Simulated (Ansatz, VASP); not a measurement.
**Two plane-wave programs on KRe3W**

```
K Re W
1.0
     4.85540    0.00000    0.00000
     0.00000    4.85540    0.00000
     0.00000    0.00000    4.85540
K Re W
1 3 1
Direct
  0.00000 0.00000 0.00000
  0.00000 0.50000 0.50000
  0.50000 0.00000 0.50000
  0.50000 0.50000 0.00000
  0.50000 0.50000 0.50000
```

Alike in both runs: functional PBE; k mesh 4 × 4 × 4; occupations gaussian, width 0.1 eV; no spin polarisation.

Ansatz relaxed the structure, and its values are those at the end. VASP's run is a single point on that final structure, the one shown.

|  | VASP | Ansatz |
| --- | --- | --- |
| version | VASP 6.6.1 | Ansatz 0.2.0 |
| potentials or method | VASP PAW PBE potentials, release 64 (K_sv, Re, W_sv), cutoff 520 eV | scalar-relativistic, plane waves, PAW |
| valence electrons in the cell | 44 | 68 |

```csv
,VASP,Ansatz,Ansatz less VASP
gap on the k mesh at the Fermi level (eV),none,none,-
pressure (GPa),0.6,0.2,-0.43
```

A gap of «none» marks a metal or a gap that the smearing closes. VASP's potentials hold 44 valence electrons a cell and Ansatz's 68, so a difference there can come from the potentials and not from the codes.

Neither program's run includes spin-orbit coupling.
